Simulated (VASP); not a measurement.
**Na2C: single point with PBE**

The system is Na2C.

```
Na C
1.0
     4.32437    0.00000    0.00000
    -2.16218    3.74501    0.00000
     0.00000    0.00000    2.97400
Na C
2 1
Cartesian
  0.0000 2.4967 1.4870
  2.1622 1.2483 1.4870
  0.0000 0.0000 0.0000
```

| Property | Result |
| --- | --- |
| Program | VASP 6.6.1 |
| Task | single point |
| Functional | PBE |
| Potentials or basis | VASP PAW PBE potentials, release 64 (Na_pv, C) |
| Cutoff | 520 eV |
| k mesh | 6 × 6 × 4 |
| Occupations | gaussian, width 0.1 eV |
| Spin | collinear spin |
| Starting moments | [0.0, 0.0, 0.7] μB |
| Dipole correction | no |
| Further INCAR settings | ALGO = Normal; EDIFF = 1e-06; NBANDS = 20 |

```json
{"Pressure": "0.2 GPa", "Net moment": "1.40 μB per cell", "Site moments": "Na -0.00; C +0.63 μB", "Valence electrons inside the program's atomic spheres": "Na 6.09; C 2.09"}
```

Stress tensor (GPa, compression positive):
```
 0.43  0.00  0.00
 0.00  0.43  0.00
 0.00  0.00 -0.27
```

Levels at points of the mesh, in eV from the Fermi level:
Spin up:
```csv
k point,band 7,band 8,band 9,band 10,band 11,band 12,band 13,band 14
"(0.00, 0.00, 0.00)",-9.82,-0.85,-0.85,1.23,1.91,6.13,6.13,9.03
"(0.50, 0.00, 0.00)",-9.36,-3.08,-1.21,1.96,2.92,5.67,8.51,9.31
"(0.00, 0.00, 0.50)",-8.29,-2.78,0.17,0.17,4.08,6.62,8.40,8.40
"(0.50, 0.00, 0.50)",-8.08,-2.23,-1.24,-0.21,4.46,5.64,7.49,7.87
```
Spin down:
```csv
k point,band 4,band 5,band 6,band 7,band 8,band 9,band 10,band 11,band 12,band 13
"(0.00, 0.00, 0.00)",-24.31,-24.31,-24.31,-8.46,0.48,0.48,1.64,3.57,6.31,6.31
"(0.50, 0.00, 0.00)",-24.38,-24.34,-24.26,-7.86,-2.33,0.00,3.11,3.64,6.61,8.93
"(0.00, 0.00, 0.50)",-24.45,-24.29,-24.29,-6.74,-1.69,1.66,1.66,4.40,7.20,8.67
"(0.50, 0.00, 0.50)",-24.50,-24.38,-24.25,-6.46,-0.97,-0.20,1.16,4.66,5.86,8.19
```

It took 12 s on 1 thread of Intel(R) Xeon(R) 6975P-C (Granite Rapids), with other jobs on the host, peak memory 0.18 GiB.

Caveat: the k points lie up to 0.53 Å⁻¹ apart.
